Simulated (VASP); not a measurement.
# KZnF3 (P4/mmm) in VASP: a series of runs, part 2 of 3

VASP 6.6.1. The steps go on from the part before.

## 4. Single point, PBE (strain +0.000 along x and y, -0.050 along z)

Contents of INCAR:

```
SYSTEM = KZnF3
ALGO = Normal ; EDIFF = 1E-6
ENCUT = 520 ; GGA = PE
ISIF = 2 ; ISMEAR = 0
LASPH = .True. ; LCHARG = .False.
LREAL = .False. ; LWAVE = .False.
NBANDS = 29 ; NELM = 80
PREC = Accurate ; SIGMA = 0.05
```

Contents of KPOINTS:

```
k-points
0
Gamma
  6 6 6
  0 0 0
```

Contents of POSCAR:

```
KZnF3
1.0
    4.0500000000      0.0000000000      0.0000000000
    0.0000000000      4.0500000000      0.0000000000
    0.0000000000      0.0000000000      3.8475000000
K Zn F
1 1 3
Direct
    0.0000000000      0.0000000000      0.0000000000
    0.5000000000      0.5000000000      0.5000000000
    0.5000000000      0.5000000000      0.0000000000
    0.0000000000      0.5000000000      0.5000000000
    0.5000000000      0.0000000000      0.5000000000
```

Potentials or basis: VASP PAW PBE potentials, release 64 (K_sv, Zn, F).

Run with:

```
cat potpaw_PBE.64/K_sv/POTCAR potpaw_PBE.64/Zn/POTCAR potpaw_PBE.64/F/POTCAR > POTCAR
mpirun -np 1 vasp_std > vasp.out
```

OUTCAR:

```text
SYSTEM = KZnF3
   EDIFF = 1E-6
   ENCUT = 520
   GGA = PE
   ISIF = 2
   ISMEAR = 0
   LASPH = .True.
   LREAL = .False.
   NELM = 80
   PREC = Accurate

 ion  position               nearest neighbor table
   1  0.000  0.000  0.000-   4 2.79   5 2.79   4 2.79   5 2.79   4 2.79   4 2.79   5 2.79   5 2.79

   2  0.500  0.500  0.500-   3 1.92   3 1.92   5 2.02   4 2.02   5 2.02   4 2.02
   3  0.500  0.500  0.000-   2 1.92   2 1.92
   4  0.000  0.500  0.500-   2 2.02   2 2.02   1 2.79   1 2.79   1 2.79   1 2.79
   5  0.500  0.000  0.500-   2 2.02   2 2.02   1 2.79   1 2.79   1 2.79   1 2.79

  LATTYP: Found a simple tetragonal cell.
 ALAT       =     4.0500000000
 C/A-ratio  =     0.9500000000

  Lattice vectors:

 A1 = (   4.0500000000,   0.0000000000,   0.0000000000)
 A2 = (   0.0000000000,   4.0500000000,   0.0000000000)
 A3 = (   0.0000000000,   0.0000000000,   3.8475000000)

Analysis of symmetry for initial positions (statically):
=====================================================================
 Subroutine PRICEL returns:
 Original cell was already a primitive cell.

 Routine SETGRP: Setting up the symmetry group for a
 simple tetragonal supercell.

 Subroutine GETGRP returns: Found 16 space group operations
 (whereof 16 operations were pure point group operations)
 out of a pool of 16 trial point group operations.

The static configuration has the point symmetry D_4h.

Analysis of symmetry for dynamics (positions and initial velocities):
=====================================================================
 Subroutine PRICEL returns:
 Original cell was already a primitive cell.

 Routine SETGRP: Setting up the symmetry group for a
 simple tetragonal supercell.

 Subroutine GETGRP returns: Found 16 space group operations
 (whereof 16 operations were pure point group operations)
 out of a pool of 16 trial point group operations.

The dynamic configuration has the point symmetry D_4h.

 Subroutine INISYM returns: Found 16 space group operations
 (whereof 16 operations are pure point group operations),
 and found     1 'primitive' translations

----------------------------------------------------------------------------------------

                                     Primitive cell

  volume of cell :      63.1086

  direct lattice vectors                    reciprocal lattice vectors
     4.050000000  0.000000000  0.000000000     0.246913580  0.000000000  0.000000000
     0.000000000  4.050000000  0.000000000     0.000000000  0.246913580  0.000000000
     0.000000000  0.000000000  3.847500000     0.000000000  0.000000000  0.259909032

  length of vectors
     4.050000000  4.050000000  3.847500000     0.246913580  0.246913580  0.259909032

  position of ions in fractional coordinates (direct lattice)
     0.000000000  0.000000000  0.000000000
     0.500000000  0.500000000  0.500000000
     0.500000000  0.500000000  0.000000000
     0.000000000  0.500000000  0.500000000
     0.500000000  0.000000000  0.500000000

  ion indices of the primitive-cell ions
   primitive index   ion index
                 1           1
                 2           2
                 3           3
                 4           4
                 5           5

----------------------------------------------------------------------------------------

 KPOINTS: k-points

Automatic generation of k-mesh.
 Grid dimensions read from file:
 generate k-points for:    6    6    6

 Generating k-lattice:

  Cartesian coordinates                     Fractional coordinates (reciprocal lattice)
     0.041152263  0.000000000  0.000000000     0.166666667  0.000000000  0.000000000
     0.000000000  0.041152263  0.000000000     0.000000000  0.166666667  0.000000000
     0.000000000  0.000000000  0.043318172     0.000000000  0.000000000  0.166666667

  Length of vectors
     0.041152263  0.041152263  0.043318172

  Shift w.r.t. Gamma in fractional coordinates (k-lattice)
     0.000000000  0.000000000  0.000000000

 Subroutine IBZKPT returns following result:
 ===========================================

 Found     40 irreducible k-points:

 Following reciprocal coordinates:
            Coordinates               Weight
  0.000000  0.000000  0.000000      1.000000
  0.166667  0.000000  0.000000      4.000000
  0.333333  0.000000  0.000000      4.000000
  0.500000  0.000000  0.000000      2.000000
  0.166667  0.166667  0.000000      4.000000
  0.333333  0.166667  0.000000      8.000000
[... 16 lines left out ...]
  0.333333  0.000000  0.333333      8.000000
  0.500000  0.000000  0.333333      4.000000
 [... further k-points ...]
   k-points           NKPTS =     40   k-points in BZ     NKDIM =     40   number of bands    NBANDS=     29
   number of dos      NEDOS =    301   number of ions     NIONS =      5
   total plane-waves  NPLWV =  27000
   dimension x,y,z NGX =    30 NGY =   30 NGZ =   30
   dimension x,y,z NGXF=    60 NGYF=   60 NGZF=   60
   ions per type =               1   1   3
   NGX,Y,Z   is equivalent  to a cutoff of  12.31, 12.31, 12.96 a.u.
   NGXF,Y,Z  is equivalent  to a cutoff of  24.63, 24.63, 25.93 a.u.
 SYSTEM =  KZnF3
   PREC   = accura    normal or accurate (medium, high low for compatibility)
   ISTART =      0    job   : 0-new  1-cont  2-samecut
   ICHARG =      2    charge: 1-file 2-atom 10-const
   ISPIN  =      1    spin polarized calculation?
   LNONCOLLINEAR =      F non collinear calculations
   LSORBIT =      F    spin-orbit coupling
   LASPH  =      T    aspherical Exc in radial PAW
   ENCUT  =  520.0 eV  38.22 Ry    6.18 a.u.   7.53  7.53  7.15*2*pi/ulx,y,z
   NELM   =     80;   NELMIN=  2; NELMDL= -5     # of ELM steps
   EDIFF  = 0.1E-05   stopping-criterion for ELM
   LREAL  =      F    real-space projection
[... 7 lines left out ...]
   TEBEG  =    0.0;   TEEND  =   0.0 temperature during run
   PSTRESS=    0.0 pullay stress
   NELECT =      42.0000    total number of electrons
   NUPDOWN=      -1.0000    fix difference up-down
   EMIN   =  10.00;   EMAX   =-10.00  energy-range for DOS
   EFERMI =   0.00;   METHOD = LEGACY
   ISMEAR =     0;   SIGMA  =   0.05  broadening in eV -4-tet -1-fermi 0-gaus
   EFERMI_NEDOS =   21; number of points for ismear=-14 and -15
   IALGO  =     38    algorithm
   IMIX   =      4    mixing-type and parameters
     AMIX     =   0.40;   BMIX     =  1.00
     AMIX_MAG =   1.60;   BMIX_MAG =  1.00
  volume/ion in A,a.u.               =      12.62        85.18
  Fermi-wavevector in a.u.,A,eV,Ry     =   1.429316  2.701016 27.795958  2.042945
  Thomas-Fermi vector in A             =   2.549283
   LORBIT       =      0    0 simple, 1 ext, 2 COOP (PROOUT), +10 PAW based schemes
   GGA     = PE    functional components
   LHFCALC =     F    Hartree Fock is set to
   AEXX    =    0.0000 exact exchange contribution
   IVDW    =     0    specifies the selected vdW correction
   LEPSILON=     F    determine dielectric tensor
   LRPA    =     F    only Hartree local field effects (RPA)
 non-spin polarized calculation
 Gauss-broadening in eV      SIGMA  =   0.05
  energy-cutoff  :      520.00
  volume of cell :       63.11
 maximum number of plane-waves:      1716
   NGX = 15   NGY = 15   NGZ = 15

 number of electron      41.9999992 magnetization

 Free energy of the ion-electron system (eV)
  ---------------------------------------------------
  ext. energy  EPLUGINS =         0.00000000
  ---------------------------------------------------
  free energy    TOTEN  =       -20.05889821 eV

  energy without entropy =      -20.05889821  energy(sigma->0) =      -20.05889821

 E-fermi :   0.2200     XC(G=0): -10.1463

 val. band max:       -0.0371089110   @ k =   0.5000   0.5000   0.5000
 cond. band min:       3.7341721492   @ k =   0.0000   0.0000   0.0000
 fundamental gap:      3.7712810602
 Fermi energy:         0.2199555931

 k-point     1 :       0.0000    0.0000    0.0000
  band No.  band energies     occupation
      1     -27.4994      2.00000
      2     -22.3843      2.00000
      3     -21.6162      2.00000
      4     -21.4389      2.00000
      5     -11.0118      2.00000
      6     -11.0118      2.00000
[... 21 lines left out ...]
     28      10.7962      0.00000
     29      13.9365      0.00000
[... 705 lines left out ...]
 k-point    24 :       0.5000    0.0000    0.3333
  band No.  band energies     occupation
      1     -27.4512      2.00000
      2     -22.1394      2.00000
      3     -21.6198      2.00000
      4     -21.5968      2.00000
      5     -11.0485      2.00000
      6     -11.0421      2.00000
[... 21 lines left out ...]
     28      11.9638      0.00000
     29      12.1358      0.00000

 [... further k-points ...]
[... 5 lines left out ...]
  --------------------------------------------------------------------------------------
  -------------------------------------------------------------------------------------
  Total        3.3146956      3.3146956      5.9498423      0.0000000      0.0000000      0.0000000
  in kB       84.1522165     84.1522165    151.0523063      0.0000000      0.0000000      0.0000000
  external PRESSURE =     106.4522464 kB  Pullay stress =       0.0000000 kB

 VOLUME and BASIS-vectors are now :
 -----------------------------------------------------------------------------
  energy-cutoff  :      520.00
  volume of cell :       63.11
      direct lattice vectors                 reciprocal lattice vectors
     4.050000000  0.000000000  0.000000000     0.246913580  0.000000000  0.000000000
     0.000000000  4.050000000  0.000000000     0.000000000  0.246913580  0.000000000
     0.000000000  0.000000000  3.847500000     0.000000000  0.000000000  0.259909032

 POSITION                                       TOTAL-FORCE (eV/Angst)
 -----------------------------------------------------------------------------------
      0.00000      0.00000      0.00000         0.000000      0.000000      0.000000
      2.02500      2.02500      1.92375         0.000000      0.000000      0.000000
      2.02500      2.02500      0.00000         0.000000      0.000000      0.000000
      0.00000      2.02500      1.92375         0.000000      0.000000      0.000000
      2.02500      0.00000      1.92375         0.000000      0.000000      0.000000
 -----------------------------------------------------------------------------------
    total drift:                                0.000000      0.000000     -0.000000

  FREE ENERGIE OF THE ION-ELECTRON SYSTEM (eV)
  ---------------------------------------------------
  free  energy   TOTEN  =       -20.0588982081 eV

  energy  without entropy=      -20.0588982081  energy(sigma->0) =      -20.05889821
```

Run time: 36 s. Hardware: 1 thread of Intel Xeon 6975P-C (Granite Rapids), shared host; peak memory 0.2 GiB.

What came out:

```
Free energy            : -20.0589 eV
Pressure               : 10.6 GPa
Band gap on the k mesh : 3.77 eV, indirect (least direct gap 6.07 eV)
```

Caveat: the cell differs from its parent crystal (strain +0.000 along x and y, -0.050 along z).

## 5. Single point, PBE (strain -0.025 along x and y, +0.000 along z)

Contents of INCAR:

```
SYSTEM = KZnF3
  ALGO = Normal
  EDIFF = 1E-6
  ENCUT = 520
  GGA = PE
  ISIF = 2
  ISMEAR = 0
  LASPH = .TRUE.
  LCHARG = .TRUE.
  LELF = .TRUE.
  LREAL = .FALSE.
  LVHAR = .TRUE.
  LWAVE = .FALSE.
  NBANDS = 29
  NELM = 60
  PREC = Accurate
  SIGMA = 0.05
```

Contents of KPOINTS:

```
k-points
0
G
  6 6 6
  0 0 0
```

POSCAR, as its differences from that of step 4:

```diff
@@ -2,5 +2,5 @@
 1.0
-    4.0500000000      0.0000000000      0.0000000000
-    0.0000000000      4.0500000000      0.0000000000
-    0.0000000000      0.0000000000      3.8475000000
+    3.9487500000      0.0000000000      0.0000000000
+    0.0000000000      3.9487500000      0.0000000000
+    0.0000000000      0.0000000000      4.0500000000
 K Zn F
```

Potentials or basis: VASP PAW PBE potentials, release 64 (K_sv, Zn, F).

Run with:

```
cat potpaw_PBE.64/K_sv/POTCAR potpaw_PBE.64/Zn/POTCAR potpaw_PBE.64/F/POTCAR > POTCAR
mpirun -np 1 vasp_std > vasp.out
```

OUTCAR:

```text
SYSTEM = KZnF3
   EDIFF = 1E-6
   ENCUT = 520
   GGA = PE
   ISIF = 2
   ISMEAR = 0
   LASPH = .TRUE.
   LREAL = .FALSE.
   NELM = 60
   PREC = Accurate

 ion  position               nearest neighbor table
   1  0.000  0.000  0.000-   3 2.79   3 2.79   3 2.79   3 2.79   5 2.83   4 2.83   4 2.83   4 2.83
                             5 2.83   5 2.83   5 2.83   4 2.83
   2  0.500  0.500  0.500-   4 1.97   5 1.97   5 1.97   4 1.97   3 2.02   3 2.02
   3  0.500  0.500  0.000-   2 2.02   2 2.02   1 2.79   1 2.79   1 2.79   1 2.79
   4  0.000  0.500  0.500-   2 1.97   2 1.97   1 2.83   1 2.83   1 2.83   1 2.83
   5  0.500  0.000  0.500-   2 1.97   2 1.97   1 2.83   1 2.83   1 2.83   1 2.83

  LATTYP: Found a simple tetragonal cell.
 ALAT       =     3.9487500000
 C/A-ratio  =     1.0256410256

  Lattice vectors:

 A1 = (   3.9487500000,   0.0000000000,   0.0000000000)
 A2 = (   0.0000000000,   3.9487500000,   0.0000000000)
 A3 = (   0.0000000000,   0.0000000000,   4.0500000000)

Analysis of symmetry for initial positions (statically):
=====================================================================
 Subroutine PRICEL returns:
 Original cell was already a primitive cell.

 Routine SETGRP: Setting up the symmetry group for a
 simple tetragonal supercell.

 Subroutine GETGRP returns: Found 16 space group operations
 (whereof 16 operations were pure point group operations)
 out of a pool of 16 trial point group operations.

The static configuration has the point symmetry D_4h.

Analysis of symmetry for dynamics (positions and initial velocities):
=====================================================================
 Subroutine PRICEL returns:
 Original cell was already a primitive cell.

 Routine SETGRP: Setting up the symmetry group for a
 simple tetragonal supercell.

 Subroutine GETGRP returns: Found 16 space group operations
 (whereof 16 operations were pure point group operations)
 out of a pool of 16 trial point group operations.
[... 122 lines left out ...]
   ISMEAR =     0;   SIGMA  =   0.05  broadening in eV -4-tet -1-fermi 0-gaus
   EFERMI_NEDOS =   21; number of points for ismear=-14 and -15
   IALGO  =     38    algorithm
   IMIX   =      4    mixing-type and parameters
     AMIX     =   0.40;   BMIX     =  1.00
     AMIX_MAG =   1.60;   BMIX_MAG =  1.00
  volume/ion in A,a.u.               =      12.63        85.23
  Fermi-wavevector in a.u.,A,eV,Ry     =   1.429003  2.700424 27.783774  2.042050
  Thomas-Fermi vector in A             =   2.549004
   LORBIT       =      0    0 simple, 1 ext, 2 COOP (PROOUT), +10 PAW based schemes
   GGA     = PE    functional components
   LHFCALC =     F    Hartree Fock is set to
   AEXX    =    0.0000 exact exchange contribution
   IVDW    =     0    specifies the selected vdW correction
   LEPSILON=     F    determine dielectric tensor
   LRPA    =     F    only Hartree local field effects (RPA)
 non-spin polarized calculation
 Gauss-broadening in eV      SIGMA  =   0.05
  energy-cutoff  :      520.00
  volume of cell :       63.15
 maximum number of plane-waves:      1727
 NGX is ok and might be reduce to    30
   NGX = 15   NGY = 15   NGZ = 15

 number of electron      41.9999992 magnetization

 Free energy of the ion-electron system (eV)
  ---------------------------------------------------
  ext. energy  EPLUGINS =         0.00000000
  ---------------------------------------------------
  free energy    TOTEN  =       -20.09561330 eV

  energy without entropy =      -20.09561330  energy(sigma->0) =      -20.09561330

 E-fermi :   0.2092     XC(G=0): -10.1436

 val. band max:       -0.1262253921   @ k =   0.5000   0.5000   0.5000
 cond. band min:       3.7145359403   @ k =   0.0000   0.0000   0.0000
 fundamental gap:      3.8407613324
 Fermi energy:         0.2092384433

 k-point     1 :       0.0000    0.0000    0.0000
  band No.  band energies     occupation
      1     -27.5049      2.00000
      2     -22.2920      2.00000
      3     -21.6390      2.00000
      4     -21.4942      2.00000
      5     -11.0175      2.00000
      6     -10.9889      2.00000
[... 757 lines left out ...]
     28      11.8724      0.00000
     29      12.3402      0.00000

 [... further k-points ...]
[... 5 lines left out ...]
  --------------------------------------------------------------------------------------
  -------------------------------------------------------------------------------------
  Total        4.4818114      4.4818114      3.2878486      0.0000000      0.0000000      0.0000000
  in kB      113.7076964    113.7076964     83.4157576      0.0000000      0.0000000      0.0000000
  external PRESSURE =     103.6103834 kB  Pullay stress =       0.0000000 kB

 VOLUME and BASIS-vectors are now :
 -----------------------------------------------------------------------------
  energy-cutoff  :      520.00
  volume of cell :       63.15
      direct lattice vectors                 reciprocal lattice vectors
     3.948750000  0.000000000  0.000000000     0.253244698  0.000000000  0.000000000
     0.000000000  3.948750000  0.000000000     0.000000000  0.253244698  0.000000000
     0.000000000  0.000000000  4.050000000     0.000000000  0.000000000  0.246913580

 POSITION                                       TOTAL-FORCE (eV/Angst)
 -----------------------------------------------------------------------------------
      0.00000      0.00000      0.00000         0.000000      0.000000      0.000000
      1.97437      1.97437      2.02500         0.000000      0.000000      0.000000
      1.97437      1.97437      0.00000         0.000000      0.000000      0.000000
      0.00000      1.97437      2.02500         0.000000      0.000000      0.000000
      1.97437      0.00000      2.02500         0.000000      0.000000      0.000000
 -----------------------------------------------------------------------------------
    total drift:                                0.000000      0.000000     -0.000000

  FREE ENERGIE OF THE ION-ELECTRON SYSTEM (eV)
  ---------------------------------------------------
  free  energy   TOTEN  =       -20.0956133006 eV

  energy  without entropy=      -20.0956133006  energy(sigma->0) =      -20.09561330
```

OSZICAR:

```text
N       E                     dE             d eps       ncg     rms          rms(c)
DAV:   1     0.445935805035E+03    0.44594E+03   -0.22323E+04  2320   0.177E+03
DAV:   2     0.178132265908E+02   -0.42812E+03   -0.40566E+03  2550   0.454E+02
DAV:   3    -0.213310725479E+02   -0.39144E+02   -0.38853E+02  2707   0.143E+02
DAV:   4    -0.222684853893E+02   -0.93741E+00   -0.93510E+00  3508   0.208E+01
DAV:   5    -0.222818424140E+02   -0.13357E-01   -0.13352E-01  2815   0.218E+00    0.123E+01
DAV:   6    -0.200626564756E+02    0.22192E+01   -0.62143E+00  3352   0.340E+01    0.779E+00
DAV:   7    -0.201153884100E+02   -0.52732E-01   -0.12834E+00  2595   0.722E+00    0.487E+00
DAV:   8    -0.201254487826E+02   -0.10060E-01   -0.39648E-01  3096   0.123E+01    0.142E+00
DAV:   9    -0.200965730162E+02    0.28876E-01   -0.71382E-02  3548   0.778E+00    0.427E-01
DAV:  10    -0.200954511281E+02    0.11219E-02   -0.41825E-02  3351   0.441E+00    0.196E-01
DAV:  11    -0.200957290081E+02   -0.27788E-03   -0.68363E-03  2565   0.720E-01    0.122E-01
DAV:  12    -0.200957128259E+02    0.16182E-04   -0.26531E-04  2755   0.123E-01    0.918E-02
DAV:  13    -0.200956031908E+02    0.10964E-03   -0.45076E-04  3230   0.800E-01    0.237E-02
DAV:  14    -0.200956133828E+02   -0.10192E-04   -0.19112E-04  2557   0.119E-01    0.965E-03
DAV:  15    -0.200956133006E+02    0.82237E-07   -0.38824E-06  2645   0.143E-02
   1 F= -.20095613E+02 E0= -.20095613E+02  d E =-.170776E-22
```

It took 41 s on 1 thread of Intel Xeon 6975P-C (Granite Rapids), shared host; peak memory 0.21 GiB.

Results:

```yaml
Free_energy: -20.0956 eV
Pressure: 10.4 GPa
Band_gap_on_the_k_mesh: 3.84 eV, indirect (least direct gap 6.08 eV)
```

Caveat: the cell differs from its parent crystal (strain -0.025 along x and y, +0.000 along z).

(Part 2 of 3 ends here.)
